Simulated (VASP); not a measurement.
A run of VASP 6.6.1:

INCAR

```
  ALGO = Normal
  EDIFF = 1E-6
  ENCUT = 520
  GGA = CA
  ISIF = 2
  ISMEAR = 0
  LASPH = True
  LCHARG = False
  LREAL = False
  LWAVE = False
  NBANDS = 14
  NELM = 60
  PREC = Accurate
  SIGMA = 0.15
```

File KPOINTS:

```
k-points
0
Gamma
  22 22 22
```

File POSCAR:

```
TiH
1.0
    0.0000000000      2.2060247963      1.8751210769
    2.2060247963      0.0000000000      1.8751210769
    2.2060247963      2.2060247963      0.0000000000
Ti H
1 1
Direct
    0.0000000000      0.0000000000      0.0000000000
    0.5000000000      0.5000000000      0.5000000000
```

Potentials or basis: VASP PAW LDA potentials, release 64 (Ti_sv, H).

Run with:

```bash
$ cat potpaw_LDA.64/Ti_sv/POTCAR potpaw_LDA.64/H/POTCAR > POTCAR
$ mpirun -np 1 vasp_std > vasp.out
```

Hardware: 1 thread of Intel Xeon 8259CL, on a shared host.

Question: How long does it take, and how much memory?

Answer: Wall time 5.6 min on 1 thread of Intel Xeon 8259CL, with other jobs on the host, peak memory 0.31 GiB. Counts: scf iterations 13, k points 834.
